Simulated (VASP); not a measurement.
Runs of VASP 6.6.1 on Ca. The structure is that of space group Fm-3m (No. 225), or close to it. The cells are those of the table. 

| task | level | potentials or basis | cell | cutoff (eV) | smearing | gap on the mesh (eV) | pressure (GPa) |
| --- | --- | --- | --- | --- | --- | --- | --- |
| single point | PBEsol | VASP PAW PBE potentials, release 64 (Ca_sv) | a = 3.925 Å, angles 60.0°, 1 atom | 520 | fermi-dirac 0.05 eV | none | -0.9 |
| relaxation of cell and atoms | PBEsol | VASP PAW PBE potentials, release 64 (Ca_sv) | relaxed to 10 GPa from a = 3.952 Å, angles 60.0°, 1 atom | 600 | fermi-dirac 0.05 eV | 0.21 | 9.9 |
| single point | RPBE | VASP PAW PBE potentials, release 64 (Ca_sv) | a = 3.952 Å, angles 60.0°, 1 atom | 520 | gaussian 0.1 eV | none | (b) |
| single point | PBE | VASP PAW PBE potentials, release 64 (Ca_sv) | a = 3.781 Å, angles 60.0°, 1 atom | 520 | fermi-dirac 0.05 eV | none | 2.0 |
| relaxation of cell and atoms | PBE | VASP PAW PBE potentials, release 64 (Ca_sv) | relaxed to 30 GPa from a = 3.952 Å, angles 60.0°, 1 atom | 600 | fermi-dirac 0.05 eV | none | 30.0 |
| single point | PBE+D4 | VASP PAW PBE potentials, release 64 (Ca_sv) | a = 3.871 Å, angles 60.0°, 1 atom | 520 | tetrahedron | none | 0.0 |
| single point | LDA | VASP PAW LDA potentials, release 64 (Ca_sv) | a = 3.978 Å, angles 60.0°, 1 atom | 520 | fermi-dirac 0.05 eV | none | (a) |

Alike in all rows: no spin polarisation; k mesh 8 × 8 × 8.

Q: Estimate the missing entries.

A: (a) -2.4; (b) 0.3.

Caveats: the PAW data sets were made with another functional, which shifts forces and pressure a little (some runs); the cell is relaxed towards a set pressure, so the enthalpy falls and the energy may rise (some runs); pairwise dispersion overbinds metals, which lowers pressure and volume (some runs); tetrahedron occupations give inexact forces and stress in metals (some runs).

A k mesh can miss the band edges.

A gap of «none» marks levels without a gap at the run's occupations.
